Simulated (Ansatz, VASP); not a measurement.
## Two plane-wave programs on Sb2P3H

Contents of INCAR:

```
PREC     = Accurate       # precision mode
ENCUT    = 600            # plane-wave cutoff, eV
EDIFF    = 1E-7           # SCF threshold, eV
ISMEAR   = 0              # smearing method
SIGMA    = 0.1            # smearing width, eV
LREAL    = F              # projectors in reciprocal space
LASPH    = T              # aspherical terms in the spheres
NELM     = 100            # most SCF steps
ALGO     = Normal         # electronic algorithm
ISIF     = 3              # what is computed and relaxed
LWAVE    = F              # write WAVECAR
LCHARG   = F              # write CHGCAR
GGA      = PE             # functional
IBRION   = 2              # ionic algorithm
NSW      = 100            # ionic steps
EDIFFG   = -0.01          # ionic threshold
```

File KPOINTS:

```
regular mesh
0
Gamma
  12 12 4
```

POSCAR

```
Sb2P3H
1.0
    3.1506635568      0.0000000000      0.0000000000
    0.0000000000      3.1506635568      0.0000000000
    0.0000000000      0.0000000000     14.8290309672
Sb H P
2 1 3
Direct
    0.5000000000      0.5000000000      0.3660923716
    0.5000000000      0.5000000000      0.6339076284
    0.5000000000      0.5000000000      0.5000000000
    0.0000000000      0.5000000000      0.1009242231
    0.5000000000      0.0000000000      0.8990757769
    0.0000000000      0.0000000000      0.0000000000
```

Input for Ansatz:

```yaml
crystal:
  lattice:
    - [3.1506635568, 0.0, 0.0]
    - [0.0, 3.1506635568, 0.0]
    - [0.0, 0.0, 14.8290309672]
  atoms:
    - { symbol: Sb, position: [0.5, 0.5, 0.3660923716] }
    - { symbol: Sb, position: [0.5, 0.5, 0.6339076284] }
    - { symbol: H, position: [0.5, 0.5, 0.5] }
    - { symbol: P, position: [0.0, 0.5, 0.1009242231] }
    - { symbol: P, position: [0.5, 0.0, 0.8990757769] }
    - { symbol: P, position: [0.0, 0.0, 0.0] }
basis:
  ecutwfc: 420
kpoints:
  mp_grid: { grid: [12, 12, 4] }
hamiltonian:
  xc: pbe
scf:
  occupations: { method: gaussian, width: 0.1 }
output:
  forces: true
  stress: true
  eigenvalues: true
relax:
  adjacent_minimum: "off"
  f_tol: 0.01
  max_steps: 80
  cell: { stress_tol: 0.05 }
```

Alike in both runs: task relaxation of cell and atoms; functional PBE; k mesh 12 × 12 × 4; occupations gaussian, width 0.1 eV; no spin polarisation.

```csv
,VASP,Ansatz
version,VASP 6.6.1,Ansatz 0.2.0
potentials or method,"VASP PAW PBE potentials, release 64 (Sb, H, P), cutoff 600 eV","scalar-relativistic, plane waves, PAW"
valence electrons in the cell,26,46
```

|  | VASP | Ansatz | Ansatz less VASP |
| --- | --- | --- | --- |
| gap on the k mesh at the Fermi level, each at its own relaxed structure (eV) | none | none | - |
| relaxed volume (Å³/atom) | 24.94 | 24.84 | -0.105 |
| relaxed length of the cell vector where the two differ most in proportion (Å) | 15.227 | 15.136 | -0.0911 |

A gap of «none» marks a metal or a gap that the smearing closes. VASP's potentials hold 26 valence electrons a cell and Ansatz's 46, so a difference there can come from the potentials and not from the codes.

Neither program's run includes spin-orbit coupling.
